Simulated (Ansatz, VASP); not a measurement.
Two plane-wave programs on GaN

```xyz
4
Lattice="3.1826 0.0000 0.0000 -1.5913 2.7562 0.0000 0.0000 0.0000 5.1854" Properties=species:S:1:pos:R:3 pbc="T T T"
Ga    0.0000    1.8375   -0.0042
Ga    1.5913    0.9187    2.5885
N     0.0000    1.8375    1.9487
N     1.5913    0.9187    4.5414
```

Alike in both runs: task single point; functional PBEsol; k mesh 12 × 12 × 6; occupations gaussian, width 0.02 eV; no spin polarisation.

|  | VASP | Ansatz |
| --- | --- | --- |
| version | VASP 6.6.1 | Ansatz 0.2.0 |
| potentials or method | VASP PAW PBE potentials, release 64 (Ga_d, N), cutoff 520 eV | scalar-relativistic, plane waves, PAW |
| valence electrons in the cell | 36 | 36 |

```tsv
	VASP	Ansatz	Ansatz less VASP
gap on the k mesh at the Fermi level (eV)	1.89	1.88	-0.018
least direct gap on the mesh (eV)	1.89	1.88	-0.018
```

VASP's potentials were made for PBE, not for PBEsol. With one functional, cell and mesh, what is left measures potentials, basis and numerics.
